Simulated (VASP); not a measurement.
Here is a VASP 6.6.1 calculation.

File INCAR:

```
SYSTEM = MgO
PREC = Accurate ; ENCUT = 600
EDIFF = 1E-6 ; ISMEAR = 0
SIGMA = 0.01 ; LREAL = .FALSE.
LASPH = .TRUE. ; NELM = 120
ALGO = Normal ; ISIF = 2
LWAVE = .FALSE. ; LCHARG = .FALSE.
GGA = PE ; NBANDS = 11
GGA_COMPAT = .FALSE.
```

The input KPOINTS:

```
Automatic mesh
0
G
  3 3 3
  0 0 0
```

File POSCAR:

```
MgO
1.0
    0.0000000000      1.9898577500      1.9898577500
    1.9898577500      0.0000000000      1.9898577500
    1.9898577500      1.9898577500      0.0000000000
Mg O
1 1
Direct
    0.0000000000      0.0000000000      0.0000000000
    0.5000000000      0.5000000000      0.5000000000
```

Potentials or basis: VASP PAW PBE potentials, release 64 (Mg, O).

Command:

```console
$ cat potpaw_PBE.64/Mg/POTCAR potpaw_PBE.64/O/POTCAR > POTCAR
$ mpirun -np 1 vasp_std > vasp.out
```

(1) Estimate the band gap on the k mesh.

(2) Predict the pressure.

Answers

(1) 6.53 eV, direct.

(2) 44.9 GPa.

Caveat: the k points lie up to 0.91 Å⁻¹ apart.
